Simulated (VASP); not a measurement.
Input of a VASP 6.6.1 run:

POSCAR

```
ZnS
1.0
    0.0000000000      2.7020000000      2.7020000000
    2.7020000000      0.0000000000      2.7020000000
    2.7020000000      2.7020000000      0.0000000000
Zn S
1 1
Direct
    0.7500000000      0.7500000000      0.7500000000
    0.0000000000      0.0000000000      0.0000000000
```

File INCAR.step1:

```
  PREC = Accurate
  ENCUT = 520
  EDIFF = 1E-5
  ISMEAR = -1
  SIGMA = 0.05
  LREAL = False
  LASPH = True
  NELM = 80
  ALGO = Normal
  ISIF = 2
  LWAVE = True
  LCHARG = False
  GGA = PE
  NBANDS = 16
```

The input INCAR.step2:

```
  PREC = Accurate
  ENCUT = 520
  EDIFF = 1E-6
  ISMEAR = -1
  SIGMA = 0.05
  LREAL = False
  LASPH = True
  NELM = 80
  ALGO = Normal
  ISIF = 2
  LWAVE = False
  LCHARG = False
  GGA = PE
  LHFCALC = True
  AEXX = 0.35
  PRECFOCK = Normal
  ISTART = 1
  NBANDS = 16
```

The input KPOINTS:

```
regular mesh
0
Gamma
  5 5 5
```

Potentials or basis: VASP PAW PBE potentials, release 64 (Zn, S).

Run with:

```sh
$ cat potpaw_PBE.64/Zn/POTCAR potpaw_PBE.64/S/POTCAR > POTCAR
$ cp INCAR.step1 INCAR
$ mpirun -np 1 vasp_std > vasp.out
$ cp INCAR.step2 INCAR
$ mpirun -np 1 vasp_std > vasp.out
```

Q: What does it give for the pressure?

A: 0.3 GPa.

Q: Predict the band gap on the k mesh.

A: 4.82 eV.

Caveat: the PAW data sets were made with another functional, which shifts forces and pressure a little.

**The experiment to reproduce.**

From “Electronic, vibrational, and thermodynamic properties of ZnS (zincblende and rocksalt structure)”, 2009, arxiv:0911.5022, for a bulk crystal of ZnS at 19 K: band gap 3.85 eV (direct).

A measured gap of ZnS is 3.85 eV (direct; 19 K; quoted in “Electronic, vibrational, and thermodynamic properties of ZnS (zincblende and rocksalt structure)”, 2009, arxiv:0911.5022); the calculated 4.82 eV misses it by +0.97 eV. The value is that of PBE-based global hybrid with 35 % exact exchange, without temperature or zero-point motion.
